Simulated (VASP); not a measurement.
YbAl3, 4 atoms in the cell. Symmetry: Pm-3m, No. 221, cubic system. Conventional cell: a = 4.178 Å, b = 4.178 Å, c = 4.178 Å, α = 90.00°, β = 90.00°, γ = 90.00°. Within 3.9 Å of Yb (site symmetry m-3m) lie 12 Al at 2.95 Å. Within 3.9 Å of Al (site symmetry 4/mmm) lie 4 Yb at 2.95 Å and 8 Al at 2.95 Å. 

* Program: VASP 6.6.1
* Task: single point
* Functional: PBEsol
* Potentials or basis: VASP PAW PBE potentials, release 64 (Yb, Al)
* Cutoff: 520 eV
* k mesh: 10 × 10 × 10
* Occupations: gaussian, width 0.05 eV
* Spin: no spin polarisation
* Dipole correction: no
* Further INCAR settings: ALGO = Normal; EDIFF = 1e-07; NBANDS = 24

Potentials or basis: VASP PAW PBE potentials, release 64 (Yb, Al).

Run with:

```sh
$ cat potpaw_PBE.64/Yb/POTCAR potpaw_PBE.64/Al/POTCAR > POTCAR
$ mpirun -np 1 vasp_std > vasp.out
```

Hardware: 1 thread of Intel Xeon 6975P-C (shared host).

Task: Estimate the wall time of this run.

Result: Run time: 2.1 min on 1 thread of Intel Xeon 6975P-C, with other jobs on the host, peak memory 0.26 GiB. Counts: scf iterations 29, k points 56.
